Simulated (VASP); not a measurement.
# BN (F-43m) in VASP: further runs

The runs below take BN through single point, with PBEsol.

Everything below comes from runs of VASP 6.6.1. Logs are shortened: lines on timing, memory, paths and dates and some standing lists are left out, and cuts for length are marked.

### 1 The cell of the first run

It takes space group F-43m (No. 216, cubic). Conventional cell: a = 3.552 Å, b = 3.552 Å, c = 3.552 Å, α = 90.00°, β = 90.00°, γ = 90.00°. Within 2.0 Å of N (site symmetry -43m) lie 4 B at 1.54 Å. B (site symmetry -43m) has 4 N at 1.54 Å within 2.0 Å.

### 2 Single point, PBEsol (volume scaled by 0.94)

INCAR reads:

```
ALGO = Normal ; EDIFF = 1E-6
ENCUT = 520 ; GGA = PS
ISIF = 2 ; ISMEAR = -1
LASPH = T ; LCHARG = F
LREAL = F ; LWAVE = F
NBANDS = 11 ; NELM = 100
PREC = Accurate ; SIGMA = 0.05
```

KPOINTS reads:

```
k-points
0
Gamma
  13 13 13
```

POSCAR reads:

```
BN
1.0
    0.0000000000      1.7759905947      1.7759905947
    1.7759905947      0.0000000000      1.7759905947
    1.7759905947      1.7759905947      0.0000000000
N B
1 1
Direct
    0.2500000000      0.2500000000      0.2500000000
    0.0000000000      0.0000000000      0.0000000000
```

Potentials or basis: VASP PAW PBE potentials, release 64 (N, B).

Started as:

```
cat potpaw_PBE.64/N/POTCAR potpaw_PBE.64/B/POTCAR > POTCAR
mpirun -np 1 vasp_std > vasp.out
```

OUTCAR:

```text
EDIFF = 1E-6
   ENCUT = 520
   GGA = PS
   ISIF = 2
   ISMEAR = -1
   LASPH = T
   LREAL = F
   NELM = 100
   PREC = Accurate

 ion  position               nearest neighbor table
   1  0.250  0.250  0.250-   2 1.54   2 1.54   2 1.54   2 1.54
   2  0.000  0.000  0.000-   1 1.54   1 1.54   1 1.54   1 1.54

  LATTYP: Found a face centered cubic cell.
 ALAT       =     3.5519811894

  Lattice vectors:

 A1 = (   0.0000000000,   1.7759905947,   1.7759905947)
 A2 = (   1.7759905947,   0.0000000000,   1.7759905947)
 A3 = (   1.7759905947,   1.7759905947,   0.0000000000)

Analysis of symmetry for initial positions (statically):
=====================================================================
 Subroutine PRICEL returns:
 Original cell was already a primitive cell.

 Routine SETGRP: Setting up the symmetry group for a
 face centered cubic supercell.

 Subroutine GETGRP returns: Found 24 space group operations
 (whereof 24 operations were pure point group operations)
 out of a pool of 48 trial point group operations.

The static configuration has the point symmetry T_d .

Analysis of symmetry for dynamics (positions and initial velocities):
=====================================================================
 Subroutine PRICEL returns:
 Original cell was already a primitive cell.

 Routine SETGRP: Setting up the symmetry group for a
 face centered cubic supercell.

 Subroutine GETGRP returns: Found 24 space group operations
 (whereof 24 operations were pure point group operations)
 out of a pool of 48 trial point group operations.

The dynamic configuration has the point symmetry T_d .

 Subroutine INISYM returns: Found 24 space group operations
 (whereof 24 operations are pure point group operations),
 and found     1 'primitive' translations

----------------------------------------------------------------------------------------

                                     Primitive cell

  volume of cell :      11.2035

  direct lattice vectors                    reciprocal lattice vectors
     0.000000000  1.775990595  1.775990595    -0.281533022  0.281533022  0.281533022
     1.775990595  0.000000000  1.775990595     0.281533022 -0.281533022  0.281533022
     1.775990595  1.775990595  0.000000000     0.281533022  0.281533022 -0.281533022

  length of vectors
     2.511629986  2.511629986  2.511629986     0.487629499  0.487629499  0.487629499

  position of ions in fractional coordinates (direct lattice)
     0.250000000  0.250000000  0.250000000
     0.000000000  0.000000000  0.000000000

  ion indices of the primitive-cell ions
   primitive index   ion index
                 1           1
                 2           2

----------------------------------------------------------------------------------------

 KPOINTS: k-points

Automatic generation of k-mesh.
 Grid dimensions read from file:
 generate k-points for:   13   13   13

 Generating k-lattice:

  Cartesian coordinates                     Fractional coordinates (reciprocal lattice)
    -0.021656386  0.021656386  0.021656386     0.076923077  0.000000000  0.000000000
     0.021656386 -0.021656386  0.021656386     0.000000000  0.076923077  0.000000000
     0.021656386  0.021656386 -0.021656386     0.000000000  0.000000000  0.076923077

  Length of vectors
     0.037509961  0.037509961  0.037509961

  Shift w.r.t. Gamma in fractional coordinates (k-lattice)
     0.000000000  0.000000000  0.000000000

 Subroutine IBZKPT returns following result:
 ===========================================

 Found     84 irreducible k-points:

 Following reciprocal coordinates:
            Coordinates               Weight
  0.000000  0.000000  0.000000      1.000000
  0.076923  0.000000  0.000000      8.000000
  0.153846  0.000000  0.000000      8.000000
  0.230769  0.000000  0.000000      8.000000
  0.307692  0.000000  0.000000      8.000000
  0.384615  0.000000  0.000000      8.000000
[... 16 lines left out ...]
  0.384615  0.153846  0.000000     24.000000
  0.461538  0.153846  0.000000     24.000000
 [... further k-points ...]
   k-points           NKPTS =     84   k-points in BZ     NKDIM =     84   number of bands    NBANDS=     11
   number of dos      NEDOS =    301   number of ions     NIONS =      2
   total plane-waves  NPLWV =   8000
   dimension x,y,z NGX =    20 NGY =   20 NGZ =   20
   dimension x,y,z NGXF=    40 NGYF=   40 NGZF=   40
   ions per type =               1   1
   NGX,Y,Z   is equivalent  to a cutoff of  13.24, 13.24, 13.24 a.u.
   NGXF,Y,Z  is equivalent  to a cutoff of  26.48, 26.48, 26.48 a.u.
 SYSTEM =  unknown system
   PREC   = accura    normal or accurate (medium, high low for compatibility)
   ISTART =      0    job   : 0-new  1-cont  2-samecut
   ICHARG =      2    charge: 1-file 2-atom 10-const
   ISPIN  =      1    spin polarized calculation?
   LNONCOLLINEAR =      F non collinear calculations
   LSORBIT =      F    spin-orbit coupling
   LASPH  =      T    aspherical Exc in radial PAW
   ENCUT  =  520.0 eV  38.22 Ry    6.18 a.u.   4.67  4.67  4.67*2*pi/ulx,y,z
   NELM   =    100;   NELMIN=  2; NELMDL= -5     # of ELM steps
   EDIFF  = 0.1E-05   stopping-criterion for ELM
   LREAL  =      F    real-space projection
   EDIFFG = 0.1E-04   stopping-criterion for IOM
   NSW    =      0    number of steps for IOM
   IBRION =     -1    ionic relax: 0-MD 1-quasi-New 2-CG
   NFREE  =      0    steps in history (QN), initial steepest desc. (CG)
   ISIF   =      2    stress and relaxation
   ISYM   =      2    0-nonsym 1-usesym 2-fastsym
   POTIM  = 0.5000    time-step for ionic-motion
   TEBEG  =    0.0;   TEEND  =   0.0 temperature during run
   PSTRESS=    0.0 pullay stress
   NELECT =       8.0000    total number of electrons
   NUPDOWN=      -1.0000    fix difference up-down
   EMIN   =  10.00;   EMAX   =-10.00  energy-range for DOS
   EFERMI =   0.00;   METHOD = LEGACY
   ISMEAR =    -1;   SIGMA  =   0.05  broadening in eV -4-tet -1-fermi 0-gaus
   EFERMI_NEDOS =   21; number of points for ismear=-14 and -15
   IALGO  =     38    algorithm
   IMIX   =      4    mixing-type and parameters
     AMIX     =   0.40;   BMIX     =  1.00
     AMIX_MAG =   1.60;   BMIX_MAG =  1.00
  volume/ion in A,a.u.               =       5.60        37.80
  Fermi-wavevector in a.u.,A,eV,Ry     =   1.463258  2.765156 29.131750  2.141123
  Thomas-Fermi vector in A             =   2.579374
   LORBIT       =      0    0 simple, 1 ext, 2 COOP (PROOUT), +10 PAW based schemes
   GGA     = PS    functional components
   LHFCALC =     F    Hartree Fock is set to
   AEXX    =    0.0000 exact exchange contribution
   IVDW    =     0    specifies the selected vdW correction
   LEPSILON=     F    determine dielectric tensor
   LRPA    =     F    only Hartree local field effects (RPA)
 non-spin polarized calculation
  energy-cutoff  :      520.00
  volume of cell :       11.20
 maximum number of plane-waves:       310
   NGX =  9   NGY =  9   NGZ =  9

 number of electron       7.9999998 magnetization

 Free energy of the ion-electron system (eV)
  ---------------------------------------------------
  ext. energy  EPLUGINS =         0.00000000
  ---------------------------------------------------
  free energy    TOTEN  =       -18.31435967 eV

  energy without entropy =      -18.31435967  energy(sigma->0) =      -18.31435967

 E-fermi :   9.0757     XC(G=0): -13.2757

 val. band max:        8.0269454204   @ k =   0.0000   0.0000   0.0000
 cond. band min:      12.4374698440   @ k =   0.4615   0.4615   0.0000
 fundamental gap:      4.4105244236
 Fermi energy:         9.0756964351

 k-point     1 :       0.0000    0.0000    0.0000
  band No.  band energies     occupation
      1     -12.8403      2.00000
      2       8.0269      2.00000
      3       8.0269      2.00000
      4       8.0269      2.00000
      5      17.0366      0.00000
      6      17.0366      0.00000
      7      17.0366      0.00000
      8      19.1593      0.00000
      9      33.5384      0.00000
     10      36.3722      0.00000
     11      36.3722      0.00000

 k-point     2 :       0.0769    0.0000    0.0000
  band No.  band energies     occupation
      1     -12.6893      2.00000
      2       7.2053      2.00000
      3       7.8608      2.00000
      4       7.8608      2.00000
      5      17.2782      0.00000
      6      17.2880      0.00000
      7      17.2880      0.00000
      8      19.6176      0.00000
      9      33.2174      0.00000
     10      34.1402      0.00000
     11      34.1402      0.00000

 k-point     3 :       0.1538    0.0000    0.0000
  band No.  band energies     occupation
      1     -12.2404      2.00000
      2       5.2594      2.00000
      3       7.4471      2.00000
      4       7.4471      2.00000
      5      17.6839      0.00000
      6      17.8903      0.00000
      7      17.8903      0.00000
      8      20.7505      0.00000
      9      32.5228      0.00000
     10      32.5258      0.00000
     11      32.5258      0.00000

 k-point     4 :       0.2308    0.0000    0.0000
  band No.  band energies     occupation
      1     -11.5085      2.00000
      2       2.9024      2.00000
      3       6.9498      2.00000
      4       6.9498      2.00000
      5      18.0672      0.00000
      6      18.5073      0.00000
      7      18.5073      0.00000
      8      21.9524      0.00000
      9      31.9289      0.00000
     10      31.9289      0.00000
     11      31.9357      0.00000
[... 239 lines left out ...]
 k-point    22 :       0.3077    0.1538    0.0000
  band No.  band energies     occupation
      1     -10.6998      2.00000
      2       2.2641      2.00000
      3       5.3089      2.00000
      4       5.7965      2.00000
      5      16.3728      0.00000
      6      20.5410      0.00000
      7      20.8845      0.00000
      8      21.2393      0.00000
      9      27.7615      0.00000
     10      35.2359      0.00000
     11      36.2886      0.00000

 k-point    23 :       0.3846    0.1538    0.0000
  band No.  band energies     occupation
      1      -9.6827      2.00000
      2       0.1211      2.00000
      3       5.0519      2.00000
      4       5.1960      2.00000
      5      16.7647      0.00000
      6      20.7113      0.00000
      7      21.0605      0.00000
      8      22.0198      0.00000
      9      28.7120      0.00000
     10      35.0236      0.00000
     11      36.6627      0.00000

 k-point    24 :       0.4615    0.1538    0.0000
  band No.  band energies     occupation
      1      -8.6068      2.00000
      2      -1.7111      2.00000
      3       4.6082      2.00000
      4       5.0206      2.00000
      5      17.0598      0.00000
      6      20.7244      0.00000
      7      20.8947      0.00000
      8      23.2138      0.00000
      9      29.3453      0.00000
     10      35.1875      0.00000
     11      36.7521      0.00000

 [... further k-points ...]

------------------------ aborting loop because EDIFF is reached ----------------------------------------

  FORCE on cell =-STRESS in cart. coord.  units (eV):
  Direction    XX          YY          ZZ          XY          YZ          ZX
  --------------------------------------------------------------------------------------
  -------------------------------------------------------------------------------------
  Total        1.3739477      1.3739477      1.3739477      0.0000000      0.0000000     -0.0000000
  in kB      196.4847313    196.4847313    196.4847313      0.0000000      0.0000000     -0.0000000
  external PRESSURE =     196.4847313 kB  Pullay stress =       0.0000000 kB

 VOLUME and BASIS-vectors are now :
 -----------------------------------------------------------------------------
  energy-cutoff  :      520.00
  volume of cell :       11.20
      direct lattice vectors                 reciprocal lattice vectors
     0.000000000  1.775990595  1.775990595    -0.281533022  0.281533022  0.281533022
     1.775990595  0.000000000  1.775990595     0.281533022 -0.281533022  0.281533022
     1.775990595  1.775990595  0.000000000     0.281533022  0.281533022 -0.281533022

 POSITION                                       TOTAL-FORCE (eV/Angst)
 -----------------------------------------------------------------------------------
      0.88800      0.88800      0.88800         0.000000      0.000000      0.000000
      0.00000      0.00000      0.00000        -0.000000     -0.000000     -0.000000
 -----------------------------------------------------------------------------------
    total drift:                                0.000000      0.000000      0.000000

  FREE ENERGIE OF THE ION-ELECTRON SYSTEM (eV)
  ---------------------------------------------------
  free  energy   TOTEN  =       -18.3143596724 eV

  energy  without entropy=      -18.3143596724  energy(sigma->0) =      -18.31435967
```

Run time: 5.6 s. Hardware: 1 thread of AMD EPYC 9R45 (Zen 5), shared host; peak memory 0.09 GiB.

What came out:

- Free energy: -18.3144 eV
- Pressure: 19.6 GPa
- Band gap on the k mesh: 4.41 eV, indirect (least direct gap 9.01 eV)

Caveat: the PAW data sets were made with another functional, which shifts forces and pressure a little. A k mesh can miss the band edges.

(Part 1 of 2 ends here.)
